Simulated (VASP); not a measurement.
Here is a VASP 6.6.1 calculation.

The input INCAR:

```
SYSTEM = HfZrSe4
  PREC = Accurate
  ENCUT = 600
  EDIFF = 1E-6
  ISMEAR = 0
  SIGMA = 0.1
  LREAL = .False.
  LASPH = .True.
  NELM = 80
  ALGO = Normal
  ISIF = 3
  LWAVE = .False.
  LCHARG = .False.
  GGA = PE
  IBRION = 2
  NSW = 90
  EDIFFG = -0.04
```

Contents of KPOINTS:

```
regular mesh
0
Gamma
  6 6 4
  0 0 0
```

POSCAR

```
HfZrSe4
1.0
    4.7507372138      0.0000000000      0.0000000000
   -2.3753686069      4.1142591138      0.0000000000
    0.0000000000      0.0000000000      6.2388945404
Zr Hf Se
1 1 4
Direct
    0.0000000000      0.0000000000      0.5000000000
    0.0000000000      0.0000000000      0.0000000000
    0.3333333333      0.6666666667      0.7489922606
    0.3333333333      0.6666666667      0.2510077394
    0.6666666667      0.3333333333      0.7489922606
    0.6666666667      0.3333333333      0.2510077394
```

Potentials or basis: VASP PAW PBE potentials, release 64 (Zr_sv, Hf_pv, Se).

The run is started by

```bash
$ cat potpaw_PBE.64/Zr_sv/POTCAR potpaw_PBE.64/Hf_pv/POTCAR potpaw_PBE.64/Se/POTCAR > POTCAR
$ mpirun -np 1 vasp_std > vasp.out
```

(1) What does it give for the relaxed volume?

(2) What does it give for the band gap on the k mesh?

(3) Estimate the relaxed cell.

(4) Estimate the space group after relaxing (to 0.1 Å).

Answers

(1) 20.42 Å³/atom.

(2) zero (bands 23 and 24 overlap by 0.90 eV).

(3) a = 4.747 Å, b = 4.747 Å, c = 6.276 Å, α = 90.00°, β = 90.00°, γ = 120.00°.

(4) P6/mmm (No. 191).

Caveat: spin-orbit coupling is left out, which moves the levels of the heavy elements.
